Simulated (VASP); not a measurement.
Input of a VASP 6.6.1 run:

File POSCAR:

```
Mo
1.0
   -1.5734150000      1.5734150000      1.5734150000
    1.5734150000     -1.5734150000      1.5734150000
    1.5734150000      1.5734150000     -1.5734150000
Mo
1
Direct
    0.0000000000      0.0000000000      0.0000000000
```

Contents of INCAR.step1:

```
SYSTEM = Mo
ALGO = Normal
EDIFF = 1E-4
ENCUT = 520
GGA = PE
ISMEAR = 0
LASPH = .True.
LCHARG = .False.
LREAL = .False.
LWAVE = .True.
NBANDS = 13
NELM = 60
PREC = Accurate
SIGMA = 0.1
```

Contents of INCAR.step2:

```
SYSTEM = Mo
ALGO = Normal
EDIFF = 1E-6
ENCUT = 520
ISIF = 2
ISMEAR = 0
ISTART = 1
LASPH = .True.
LCHARG = .False.
LMIXTAU = .True.
LREAL = .False.
LWAVE = .False.
METAGGA = R2SCAN
NBANDS = 13
NELM = 60
PREC = Accurate
SIGMA = 0.1
```

The input KPOINTS:

```
k-points
0
Gamma
  18 18 18
  0 0 0
```

Potentials or basis: VASP PAW PBE potentials, release 64 (Mo_sv).

Run with:

```sh
$ cat potpaw_PBE.64/Mo_sv/POTCAR > POTCAR
$ cp INCAR.step1 INCAR
$ mpirun -np 1 vasp_std > vasp.out
$ cp INCAR.step2 INCAR
$ mpirun -np 1 vasp_std > vasp.out
```

(1) Predict the band gap on the k mesh.

(2) What does it give for the pressure?

## Answers

(1) zero (bands 7 and 8 overlap by 5.59 eV).

(2) 2.1 GPa.

Caveat: the PAW data sets were made with another functional, which shifts forces and pressure a little.
